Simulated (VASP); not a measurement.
# W (Fd-3m) in VASP: notebook

W is run at these levels: PBE; tasks: single point, relaxation of cell and atoms.

Program: VASP 6.6.1. These are calculated values, not measurements. Logs are shortened: lines on timing, memory, paths and dates and some standing lists are left out, and cuts for length are marked.

### Step 1. The cell of the first run

Symmetry: Fd-3m, No. 227, cubic system. Conventional cell: a = 5.829 Å, b = 5.829 Å, c = 5.829 Å, α = 90.00°, β = 90.00°, γ = 90.00°. Within 3.3 Å of W (site symmetry -43m) lie 4 W at 2.52 Å.

### Step 2. Single point, PBE

The input, INCAR:

```
SYSTEM = W
PREC = Accurate
ENCUT = 520
EDIFF = 1E-6
ISMEAR = 0
SIGMA = 0.1
LREAL = .FALSE.
LASPH = .TRUE.
NELM = 60
ALGO = Normal
ISIF = 2
LWAVE = .FALSE.
LCHARG = .FALSE.
GGA = PE
NBANDS = 21
```

The input, KPOINTS:

```
regular mesh
0
G
  15 15 15
  0 0 0
```

The input, POSCAR:

```
W
1.0
    0.0000000000      2.9146372907      2.9146372907
    2.9146372907      0.0000000000      2.9146372907
    2.9146372907      2.9146372907      0.0000000000
W
2
Direct
    0.0000000000      0.0000000000      0.0000000000
    0.2500000000      0.2500000000      0.2500000000
```

Potentials or basis: VASP PAW PBE potentials, release 64 (W_sv).

Started as:

```sh
> cat potpaw_PBE.64/W_sv/POTCAR > POTCAR
> mpirun -np 1 vasp_std > vasp.out
```

OUTCAR:

```text
SYSTEM = W
   PREC = Accurate
   ENCUT = 520
   EDIFF = 1E-6
   ISMEAR = 0
   LREAL = .FALSE.
   LASPH = .TRUE.
   NELM = 60
   ISIF = 2
   GGA = PE

 ion  position               nearest neighbor table
   1  0.000  0.000  0.000-   2 2.52   2 2.52   2 2.52   2 2.52
   2  0.250  0.250  0.250-   1 2.52   1 2.52   1 2.52   1 2.52

  LATTYP: Found a face centered cubic cell.
 ALAT       =     5.8292745814

  Lattice vectors:

 A1 = (   0.0000000000,   2.9146372907,   2.9146372907)
 A2 = (   2.9146372907,   0.0000000000,   2.9146372907)
 A3 = (   2.9146372907,   2.9146372907,   0.0000000000)

Analysis of symmetry for initial positions (statically):
=====================================================================
 Subroutine PRICEL returns:
 Original cell was already a primitive cell.

 Routine SETGRP: Setting up the symmetry group for a
 face centered cubic supercell.

 Subroutine GETGRP returns: Found 48 space group operations
 (whereof 24 operations were pure point group operations)
 out of a pool of 48 trial point group operations.

The static configuration has the point symmetry T_d .
 The point group associated with its full space group is O_h .

Analysis of symmetry for dynamics (positions and initial velocities):
=====================================================================
 Subroutine PRICEL returns:
 Original cell was already a primitive cell.

 Routine SETGRP: Setting up the symmetry group for a
 face centered cubic supercell.

 Subroutine GETGRP returns: Found 48 space group operations
 (whereof 24 operations were pure point group operations)
 out of a pool of 48 trial point group operations.

The dynamic configuration has the point symmetry T_d .
 The point group associated with its full space group is O_h .

 Subroutine INISYM returns: Found 48 space group operations
 (whereof 24 operations are pure point group operations),
 and found     1 'primitive' translations

----------------------------------------------------------------------------------------

                                     Primitive cell

  volume of cell :      49.5203

  direct lattice vectors                    reciprocal lattice vectors
     0.000000000  2.914637291  2.914637291    -0.171547932  0.171547932  0.171547932
     2.914637291  0.000000000  2.914637291     0.171547932 -0.171547932  0.171547932
     2.914637291  2.914637291  0.000000000     0.171547932  0.171547932 -0.171547932

  length of vectors
     4.121919586  4.121919586  4.121919586     0.297129734  0.297129734  0.297129734

  position of ions in fractional coordinates (direct lattice)
     0.000000000  0.000000000  0.000000000
     0.250000000  0.250000000  0.250000000

  ion indices of the primitive-cell ions
   primitive index   ion index
                 1           1
                 2           2

----------------------------------------------------------------------------------------

 KPOINTS: regular mesh

Automatic generation of k-mesh.
 Grid dimensions read from file:
 generate k-points for:   15   15   15

 Generating k-lattice:

  Cartesian coordinates                     Fractional coordinates (reciprocal lattice)
    -0.011436529  0.011436529  0.011436529     0.066666667  0.000000000  0.000000000
     0.011436529 -0.011436529  0.011436529     0.000000000  0.066666667  0.000000000
     0.011436529  0.011436529 -0.011436529     0.000000000  0.000000000  0.066666667

  Length of vectors
     0.019808649  0.019808649  0.019808649

  Shift w.r.t. Gamma in fractional coordinates (k-lattice)
     0.000000000  0.000000000  0.000000000

 Subroutine IBZKPT returns following result:
 ===========================================

 Found    120 irreducible k-points:

 Following reciprocal coordinates:
            Coordinates               Weight
  0.000000  0.000000  0.000000      1.000000
  0.066667  0.000000  0.000000      8.000000
  0.133333  0.000000  0.000000      8.000000
  0.200000  0.000000  0.000000      8.000000
  0.266667  0.000000  0.000000      8.000000
  0.333333  0.000000  0.000000      8.000000
[... 16 lines left out ...]
  0.133333  0.133333  0.000000      6.000000
  0.200000  0.133333  0.000000     24.000000
 [... further k-points ...]
   k-points           NKPTS =    120   k-points in BZ     NKDIM =    120   number of bands    NBANDS=     21
   number of dos      NEDOS =    301   number of ions     NIONS =      2
   total plane-waves  NPLWV =  32768
   dimension x,y,z NGX =    32 NGY =   32 NGZ =   32
   dimension x,y,z NGXF=    64 NGYF=   64 NGZF=   64
   ions per type =               2
   NGX,Y,Z   is equivalent  to a cutoff of  12.91, 12.91, 12.91 a.u.
   NGXF,Y,Z  is equivalent  to a cutoff of  25.81, 25.81, 25.81 a.u.
 SYSTEM =  W
   PREC   = accura    normal or accurate (medium, high low for compatibility)
   ISTART =      0    job   : 0-new  1-cont  2-samecut
   ICHARG =      2    charge: 1-file 2-atom 10-const
   ISPIN  =      1    spin polarized calculation?
   LNONCOLLINEAR =      F non collinear calculations
   LSORBIT =      F    spin-orbit coupling
   LASPH  =      T    aspherical Exc in radial PAW
   ENCUT  =  520.0 eV  38.22 Ry    6.18 a.u.   7.66  7.66  7.66*2*pi/ulx,y,z
   NELM   =     60;   NELMIN=  2; NELMDL= -5     # of ELM steps
   EDIFF  = 0.1E-05   stopping-criterion for ELM
   LREAL  =      F    real-space projection
   EDIFFG = 0.1E-04   stopping-criterion for IOM
   NSW    =      0    number of steps for IOM
   IBRION =     -1    ionic relax: 0-MD 1-quasi-New 2-CG
   NFREE  =      0    steps in history (QN), initial steepest desc. (CG)
   ISIF   =      2    stress and relaxation
   ISYM   =      2    0-nonsym 1-usesym 2-fastsym
   POTIM  = 0.5000    time-step for ionic-motion
   TEBEG  =    0.0;   TEEND  =   0.0 temperature during run
   PSTRESS=    0.0 pullay stress
   NELECT =      28.0000    total number of electrons
   NUPDOWN=      -1.0000    fix difference up-down
   EMIN   =  10.00;   EMAX   =-10.00  energy-range for DOS
   EFERMI =   0.00;   METHOD = LEGACY
   ISMEAR =     0;   SIGMA  =   0.10  broadening in eV -4-tet -1-fermi 0-gaus
   EFERMI_NEDOS =   21; number of points for ismear=-14 and -15
   IALGO  =     38    algorithm
   IMIX   =      4    mixing-type and parameters
     AMIX     =   0.40;   BMIX     =  1.00
     AMIX_MAG =   1.60;   BMIX_MAG =  1.00
  volume/ion in A,a.u.               =      24.76       167.09
  Fermi-wavevector in a.u.,A,eV,Ry     =   1.353733  2.558184 24.933939  1.832593
  Thomas-Fermi vector in A             =   2.480964
   LORBIT       =      0    0 simple, 1 ext, 2 COOP (PROOUT), +10 PAW based schemes
   GGA     = PE    functional components
   LHFCALC =     F    Hartree Fock is set to
   AEXX    =    0.0000 exact exchange contribution
   IVDW    =     0    specifies the selected vdW correction
   LEPSILON=     F    determine dielectric tensor
   LRPA    =     F    only Hartree local field effects (RPA)
 non-spin polarized calculation
 Gauss-broadening in eV      SIGMA  =   0.10
  energy-cutoff  :      520.00
  volume of cell :       49.52
 maximum number of plane-waves:      1363
   NGX = 15   NGY = 15   NGZ = 15

 number of electron      28.0000000 magnetization

 Free energy of the ion-electron system (eV)
  ---------------------------------------------------
  ext. energy  EPLUGINS =         0.00000000
  ---------------------------------------------------
  free energy    TOTEN  =       -20.60099788 eV

  energy without entropy =      -20.58440112  energy(sigma->0) =      -20.59269950

 E-fermi :   5.2304     XC(G=0): -10.7761

 val. band max:        5.2287579647   @ k =  -0.4000   0.3333   0.0667
 cond. band min:       5.2354908971   @ k =   0.4667   0.4000   0.0667
 fundamental gap:      0.0067329324
 Fermi energy:         5.2304329534

 k-point     1 :       0.0000    0.0000    0.0000
  band No.  band energies     occupation
      1     -67.9280      2.00000
      2     -67.6143      2.00000
      3     -32.5096      2.00000
      4     -32.5096      2.00000
      5     -32.5096      2.00000
      6     -31.6022      2.00000
[... 13 lines left out ...]
     20      15.8750      0.00000
     21      16.0433      0.00000

 k-point     2 :       0.0667    0.0000    0.0000
  band No.  band energies     occupation
      1     -67.9255      2.00000
      2     -67.6169      2.00000
      3     -32.5144      2.00000
      4     -32.5144      2.00000
      5     -32.5089      2.00000
      6     -31.6034      2.00000
[... 13 lines left out ...]
     20      15.6726      0.00000
     21      16.1815      0.00000

 k-point     3 :       0.1333    0.0000    0.0000
  band No.  band energies     occupation
      1     -67.9181      2.00000
      2     -67.6245      2.00000
      3     -32.5275      2.00000
      4     -32.5275      2.00000
      5     -32.5067      2.00000
      6     -31.6069      2.00000
[... 13 lines left out ...]
     20      15.3477      0.00000
     21      16.1038      0.00000

 k-point     4 :       0.2000    0.0000    0.0000
  band No.  band energies     occupation
      1     -67.9065      2.00000
      2     -67.6364      2.00000
      3     -32.5461      2.00000
      4     -32.5461      2.00000
      5     -32.5037      2.00000
      6     -31.6118      2.00000
[... 13 lines left out ...]
     20      14.6467      0.00000
     21      15.1986      0.00000

 k-point     5 :       0.2667    0.0000    0.0000
  band No.  band energies     occupation
      1     -67.8917      2.00000
      2     -67.6516      2.00000
      3     -32.5666      2.00000
      4     -32.5666      2.00000
      5     -32.5005      2.00000
      6     -31.6171      2.00000
[... 13 lines left out ...]
     20      13.1197      0.00000
     21      15.0351      0.00000
[... 382 lines left out ...]
     20      15.2309      0.00000
     21      15.8067      0.00000

 k-point    22 :      -0.0667    0.0667    0.0000
  band No.  band energies     occupation
      1     -67.9213      2.00000
      2     -67.6212      2.00000
      3     -32.5302      2.00000
      4     -32.5182      2.00000
      5     -32.5027      2.00000
      6     -31.6104      2.00000
[... 13 lines left out ...]
     20      15.4826      0.00000
     21      16.3303      0.00000

 k-point    23 :       0.1333    0.1333    0.0000
  band No.  band energies     occupation
      1     -67.9146      2.00000
      2     -67.6280      2.00000
      3     -32.5482      2.00000
      4     -32.5482      2.00000
      5     -32.4719      2.00000
      6     -31.6441      2.00000
[... 13 lines left out ...]
     20      15.2746      0.00000
     21      16.7468      0.00000

 k-point    24 :       0.2000    0.1333    0.0000
  band No.  band energies     occupation
      1     -67.9058      2.00000
      2     -67.6370      2.00000
      3     -32.5675      2.00000
      4     -32.5675      2.00000
      5     -32.4545      2.00000
      6     -31.6634      2.00000
[... 13 lines left out ...]
     20      15.1414      0.00000
     21      15.5818      0.00000

 [... further k-points ...]

------------------------ aborting loop because EDIFF is reached ----------------------------------------

  FORCE on cell =-STRESS in cart. coord.  units (eV):
  Direction    XX          YY          ZZ          XY          YZ          ZX
  --------------------------------------------------------------------------------------
  -------------------------------------------------------------------------------------
  Total        0.1468274      0.1468274      0.1468274      0.0000000     -0.0000000      0.0000000
  in kB        4.7504445      4.7504445      4.7504445      0.0000000     -0.0000000      0.0000000
  external PRESSURE =       4.7504445 kB  Pullay stress =       0.0000000 kB

 VOLUME and BASIS-vectors are now :
 -----------------------------------------------------------------------------
  energy-cutoff  :      520.00
  volume of cell :       49.52
      direct lattice vectors                 reciprocal lattice vectors
     0.000000000  2.914637291  2.914637291    -0.171547932  0.171547932  0.171547932
     2.914637291  0.000000000  2.914637291     0.171547932 -0.171547932  0.171547932
     2.914637291  2.914637291  0.000000000     0.171547932  0.171547932 -0.171547932

 POSITION                                       TOTAL-FORCE (eV/Angst)
 -----------------------------------------------------------------------------------
      0.00000      0.00000      0.00000        -0.000000     -0.000000     -0.000000
      1.45732      1.45732      1.45732         0.000000      0.000000      0.000000
 -----------------------------------------------------------------------------------
    total drift:                               -0.000000      0.000000      0.000000

  FREE ENERGIE OF THE ION-ELECTRON SYSTEM (eV)
  ---------------------------------------------------
  free  energy   TOTEN  =       -20.6009978807 eV

  energy  without entropy=      -20.5844011189  energy(sigma->0) =      -20.59269950
```

It took 39 s on 1 thread of Intel Xeon 6975P-C (Granite Rapids), shared host; peak memory 0.23 GiB.

Results:

```yaml
Free_energy: -20.6010 eV
Pressure: 0.5 GPa
Band_gap_on_the_k_mesh: zero (band 14 reaches 5.72 eV, above the bottom of band 15 at 4.78 eV)
```

Levels at points of the mesh, in eV from the Fermi level:
| k point | band 11 | band 12 | band 13 | band 14 | band 15 | band 16 | band 17 | band 18 |
| --- | --- | --- | --- | --- | --- | --- | --- | --- |
| (0.00, 0.00, 0.00) | -1.85 | -1.09 | -1.09 | -1.09 | 1.53 | 1.53 | 1.53 | 5.26 |

Caveat: spin-orbit coupling is left out, which moves the levels of the heavy elements.

### Step 3. Relaxation of cell and atoms, PBE

This run uses another cell than the first one, of 20.57 Å³/atom, 0.831 times its volume.

The input, INCAR:

```
ALGO = Normal
EDIFF = 1E-7
EDIFFG = -0.01
ENCUT = 600
GGA = PE
IBRION = 2
ISIF = 3
ISMEAR = 0
LASPH = T
LCHARG = F
LREAL = F
LWAVE = F
NELM = 60
NSW = 60
PREC = Accurate
SIGMA = 0.1
```

The input, KPOINTS:

```
k-points
0
Gamma
  15 15 15
```

The input, POSCAR:

```
W
1.0
    0.0000000000      2.7400000000      2.7400000000
    2.7400000000      0.0000000000      2.7400000000
    2.7400000000      2.7400000000      0.0000000000
W
2
Direct
    0.0000000000      0.0000000000      0.0000000000
    0.2500000000      0.2500000000      0.2500000000
```

Potentials or basis: VASP PAW PBE potentials, release 64 (W_sv).

Started as:

```sh
> cat potpaw_PBE.64/W_sv/POTCAR > POTCAR
> mpirun -np 1 vasp_std > vasp.out
```

Run time: 3 min. Hardware: 1 thread of AMD EPYC 9R45 (Zen 5), shared host; peak memory 0.22 GiB.

The run converged. Its results:

- Free energy: -20.5993 eV
- Relaxed volume: 24.86 Å³/atom
- Relaxed cell: a = 4.128 Å, b = 4.128 Å, c = 4.128 Å, α = 60.00°, β = 60.00°, γ = 60.00°
- Space group after relaxing (to 0.05 Å): Fd-3m (No. 227)
- Energy gained by relaxing: 381.9 meV/atom
- Ionic steps: 5
- Pressure after relaxing: 0.0 GPa
- Band gap on the k mesh: zero (band 14 reaches 5.68 eV, above the bottom of band 15 at 4.74 eV)

The path:
```
step  energy change (eV)  largest force (eV/Å)  pressure (GPa)  volume (Å³)
   1              0.0000                0.0000           33.37        41.14
   2              1.3057                0.0000          -21.36        72.29
   3             -0.7553                0.0000           -2.49        50.80
   4             -0.7635                0.0000           -0.50        49.94
   5             -0.7639                0.0000            0.00        49.73
```

Final structure:
```
CELL_PARAMETERS angstrom
0.00000 2.91871 2.91871
2.91871 0.00000 2.91871
2.91871 2.91871 0.00000
ATOMIC_POSITIONS crystal
W 0.00000 0.00000 0.00000
W 0.25000 0.25000 0.25000
```

Levels at points of the mesh, in eV from the Fermi level:
| k point | band 10 | band 11 | band 12 | band 13 | band 14 | band 15 | band 16 | band 17 | band 18 |
| --- | --- | --- | --- | --- | --- | --- | --- | --- | --- |
| (0.00, 0.00, 0.00) | -1.84 | -1.84 | -1.08 | -1.08 | -1.08 | 1.53 | 1.53 | 1.53 | 5.23 |

Caveat: the volume moved by over 15 % at a fixed basis, so the end points are rough; spin-orbit coupling is left out, which moves the levels of the heavy elements.
